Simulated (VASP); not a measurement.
WSe:

```
CELL_PARAMETERS angstrom
0.00000 2.83887 2.83887
2.83887 0.00000 2.83887
2.83887 2.83887 0.00000
ATOMIC_POSITIONS crystal
W 0.00000 0.00000 0.00000
Se 0.25000 0.25000 0.25000
```

Base run:

* Program: VASP 6.6.1
* Functional: PBE
* Potentials or basis: VASP PAW PBE potentials, release 64 (W_sv, Se)
* Cutoff: 520 eV
* k mesh: 12 × 12 × 12
* Occupations: gaussian, width 0.1 eV
* Spin: collinear spin
* Starting moments: [1.0, 0.0] μB

Its results: pressure 0.2 GPa; net moment 1.28 μB per cell.

The run is repeated on the same cell with these changes: moments at the start from [1.0, 0.0] to [0.5, 0.0]. What comes out?

Pressure -1.6 GPa; net moment 0.00 μB per cell.
